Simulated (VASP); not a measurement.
Wanted: the native input for a VASP 6.6.1 run.

* Task: single point
* Functional: PBEsol
* Potentials or basis: VASP PAW PBE potentials, release 64 (Os, Ir)
* Cutoff: 520 eV
* k mesh: 12 × 12 × 7
* Occupations: gaussian, width 0.1 eV
* Spin: no spin polarisation
* Dipole correction: no
* Further INCAR settings: ALGO = Normal; EDIFF = 1e-06; NBANDS = 16

The structure of IrOs lies in POSCAR:

```
IrOs
1.0
    2.7662965820      0.0000000000      0.0000000000
   -1.3831487951      2.3956836343      0.0000000000
    0.0000000000      0.0000000000      4.3969249898
Os Ir
1 1
Direct
    0.3333333333      0.6666666667      0.0000000000
    0.6666666667      0.3333333333      0.5000000000
```

The input as run:

INCAR

```
PREC = Accurate
ENCUT = 520
EDIFF = 1E-6
ISMEAR = 0
SIGMA = 0.1
LREAL = F
LASPH = T
NELM = 60
ALGO = Normal
ISIF = 2
LWAVE = F
LCHARG = F
GGA = PS
NBANDS = 16
```

KPOINTS

```
regular mesh
0
Gamma
  12 12 7
```

Potentials or basis: VASP PAW PBE potentials, release 64 (Os, Ir).

Run with:

```sh
$ cat potpaw_PBE.64/Os/POTCAR potpaw_PBE.64/Ir/POTCAR > POTCAR
$ mpirun -np 1 vasp_std > vasp.out
```

Results of the run:

```yaml
Pressure: -15.1 GPa
```

Caveat: the PAW data sets were made with another functional, which shifts forces and pressure a little.

Run time: 13 s on 1 thread of Intel(R) Xeon(R) 6975P-C (Granite Rapids), on a shared host, peak memory 0.18 GiB.
